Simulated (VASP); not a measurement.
Crystal: C.

```xyz
2
Lattice="1.2280 0.7090 3.3470 -1.2280 0.7090 3.3470 0.0000 -1.4180 3.3470" Properties=species:S:1:pos:R:3 pbc="T T T"
C     0.0000    0.0000    8.3943
C     0.0000    0.0000    1.6467
```

- Program: VASP 6.6.1
- Task: relaxation of volume and atoms at fixed shape
- Functional: PBEsol
- Potentials or basis: VASP PAW PBE potentials, release 64 (C)
- Cutoff: 600 eV
- k mesh: 12 × 12 × 12
- Occupations: fermi-dirac, width 0.05 eV
- Spin: no spin polarisation

At the start: pressure 1.4 GPa; volume 8.74 Å³/atom.

Task: How do energy, volume and symmetry change on relaxing?

Result: Over 7 steps the energy falls by 11.4 meV/atom and the volume is 8.79 Å³/atom (+0.6 %); space group R-3m (No. 166, to 0.05 Å).

The path:
```
step  energy change (eV)  largest force (eV/Å)  pressure (GPa)  volume (Å³)
   1              0.0000                0.8572            1.41        17.48
   2             -0.0144                0.5122           -1.53        17.68
   3             -0.0227                0.0032           -0.33        17.61
   4             -0.0227                0.0202           -0.32        17.60
   5             -0.0227                0.0106            0.39        17.56
   6             -0.0227                0.0156            0.04        17.58
   7             -0.0227                0.0053            0.01        17.59
```

Final structure:
```yaml
crystal:
  lattice:
    - [1.23038, 0.71036, 3.35341]
    - [-1.23038, 0.71036, 3.35341]
    - [0.00000, -1.42072, 3.35341]
  atoms:
    - { symbol: C, position: [0.83340, 0.83340, 0.83340] }
    - { symbol: C, position: [0.16660, 0.16660, 0.16660] }
```

Caveat: the PAW data sets were made with another functional, which shifts forces and pressure a little.
